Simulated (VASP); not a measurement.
Input of a VASP 6.6.1 run:

File INCAR:

```
PREC = Accurate ; ENCUT = 520
EDIFF = 1E-6 ; ISMEAR = 0
SIGMA = 0.1 ; LREAL = False
LASPH = True ; NELM = 60
ALGO = Normal ; ISIF = 2
LWAVE = False ; LCHARG = False
GGA = PE ; NBANDS = 21
```

Contents of KPOINTS:

```
Automatic mesh
0
Gamma
  18 18 18
```

Contents of POSCAR:

```
Zr2C
1.0
    1.6677325161      0.9628658171      5.3828691579
   -1.6677325161      0.9628658171      5.3828691579
    0.0000000000     -1.9257316342      5.3828691579
Zr C
2 1
Direct
    0.2555692675      0.2555692675      0.2555692675
    0.7444307325      0.7444307325      0.7444307325
    0.0000000000      0.0000000000      0.0000000000
```

Potentials or basis: VASP PAW PBE potentials, release 64 (Zr_sv, C).

Launch:

```bash
$ cat potpaw_PBE.64/Zr_sv/POTCAR potpaw_PBE.64/C/POTCAR > POTCAR
$ mpirun -np 1 vasp_std > vasp.out
```

(1) Estimate the pressure.

(2) Estimate the band gap on the k mesh.

Results:

(1) 0.1 GPa.

(2) zero (band 14 reaches 9.66 eV, above the bottom of band 15 at 8.39 eV).
